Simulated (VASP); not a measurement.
A run of VASP 6.6.1:

The input INCAR:

```
PREC     = Accurate       # precision mode
ENCUT    = 520            # plane-wave cutoff, eV
EDIFF    = 1E-6           # SCF threshold, eV
ISMEAR   = 0              # smearing method
SIGMA    = 0.1            # smearing width, eV
LREAL    = F              # projectors in reciprocal space
LASPH    = T              # aspherical terms in the spheres
NELM     = 100            # most SCF steps
ALGO     = Normal         # electronic algorithm
ISIF     = 2              # what is computed and relaxed
LWAVE    = F              # write WAVECAR
LCHARG   = F              # write CHGCAR
GGA      = PE             # functional
NBANDS   = 18             # bands
```

Contents of KPOINTS:

```
regular mesh
0
Gamma
  18 18 18
```

The input POSCAR:

```
Si3C2
1.0
   -1.3930494291      1.3930494291      7.2382690155
    1.3930494291     -1.3930494291      7.2382690155
    1.3930494291      1.3930494291     -7.2382690155
Si C
3 2
Direct
    0.5000000000      0.5000000000      0.0000000000
    0.6738064146      0.6738064146      0.0000000000
    0.3261935854      0.3261935854      0.0000000000
    0.8199580305      0.8199580305      0.0000000000
    0.1800419695      0.1800419695      0.0000000000
```

Potentials or basis: VASP PAW PBE potentials, release 64 (Si, C).

Launch:

```console
$ cat potpaw_PBE.64/Si/POTCAR potpaw_PBE.64/C/POTCAR > POTCAR
$ mpirun -np 1 vasp_std > vasp.out
```

Hardware: 1 thread of Intel(R) Xeon(R) Platinum 8175M CPU @ 2.50GHz (Skylake/Cascade Lake), on a shared host.

Task: How long does it take, and how much memory?

Result: Wall time 37 min on 1 thread of Intel(R) Xeon(R) Platinum 8175M CPU @ 2.50GHz (Skylake/Cascade Lake), with other jobs on the host, peak memory 0.69 GiB. Counts: scf iterations 14, k points 480.
